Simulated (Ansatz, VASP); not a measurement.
GaAs: VASP beside Ansatz

```
CELL_PARAMETERS angstrom
3.32867 0.00000 0.00000
0.00000 3.32867 0.00000
0.00000 0.00000 3.32867
ATOMIC_POSITIONS crystal
Ga 0.00000 0.00000 0.00000
As 0.50000 0.50000 0.50000
```

Alike in both runs: task single point; functional r2SCAN; k mesh 6 × 6 × 6; no spin polarisation.

|  | VASP | Ansatz |
| --- | --- | --- |
| version | VASP 6.6.1 | Ansatz 0.2.0 |
| potentials or method | VASP PAW PBE potentials, release 64 (Ga_d, As) | plane waves |
| plane-wave cutoff (eV) | 520 | 500 |
| occupations | methfessel-paxton of order 1, width 0.5 eV | cold, width 0.5 eV |
| valence electrons in the cell | 18 | 28 |

|  | VASP | Ansatz | Ansatz less VASP |
| --- | --- | --- | --- |
| pressure (GPa) | 0.4 | 0.4 | +0.04 |

VASP's potentials were made for PBE, not for r2SCAN. VASP's potentials hold 18 valence electrons a cell and Ansatz's 28, so a difference there can come from the potentials and not from the codes.
